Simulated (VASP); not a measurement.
Crystal: GaN.

```xyz
2
Lattice="0.0000 2.1085 2.1085 2.0617 0.0000 2.1085 2.0617 2.1085 0.0000" Properties=species:S:1:pos:R:3 pbc="T T T"
Ga    0.0000    0.0000    0.0000
N     2.0617    2.1085    2.1085
```

This cell differs from its parent crystal: uniaxial x strain -2.2%.

Base run:

| Property | Result |
| --- | --- |
| Program | VASP 6.6.1 |
| Functional | PBE |
| Potentials or basis | VASP PAW PBE potentials, release 64 (Ga_d, N) |
| Cutoff | 600 eV |
| k mesh | 10 × 10 × 10 |
| Occupations | fermi-dirac, width 0.02 eV |
| Spin | no spin polarisation |

Its results: band gap on the k mesh 0.64 eV, indirect (least direct gap 3.06 eV); pressure 15.0 GPa.

The run is repeated on the same cell with these changes: functional from PBE to r2SCAN; cutoff from 600 eV to 660 eV; occupations from fermi-dirac, width 0.02 eV to gaussian, width 0.01 eV. What comes out?

Band gap on the k mesh 1.16 eV, indirect (least direct gap 3.65 eV); pressure 7.3 GPa.

Caveats: the PAW data sets were made with another functional, which shifts forces and pressure a little (some runs).

A k mesh can miss the band edges.
